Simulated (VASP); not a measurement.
Here is a VASP 6.6.1 calculation.

INCAR

```
ALGO = Normal ; EDIFF = 1E-6
ENCUT = 520 ; GGA = PS
ISIF = 2 ; ISMEAR = -1
LASPH = T ; LCHARG = T
LELF = T ; LREAL = F
LVHAR = T ; LWAVE = F
NBANDS = 12 ; NELM = 60
PREC = Accurate ; SIGMA = 0.1
```

File KPOINTS:

```
k-points
0
Gamma
  15 15 15
```

The input POSCAR:

```
Hg
1.0
   -1.6224661745      1.6224661745      1.6224661745
    1.6224661745     -1.6224661745      1.6224661745
    1.6224661745      1.6224661745     -1.6224661745
Hg
1
Direct
    0.0000000000      0.0000000000      0.0000000000
```

Potentials or basis: VASP PAW PBE potentials, release 64 (Hg).

The run is started by

```bash
$ cat potpaw_PBE.64/Hg/POTCAR > POTCAR
$ mpirun -np 1 vasp_std > vasp.out
```

Task: Predict the band gap on the k mesh.

Result: Zero (band 6 reaches 8.82 eV, above the bottom of band 7 at 5.56 eV).

Task: What does it give for the pressure?

Result: 41.2 GPa.

Caveat: the PAW data sets were made with another functional, which shifts forces and pressure a little; spin-orbit coupling is left out, which moves the levels of the heavy elements.
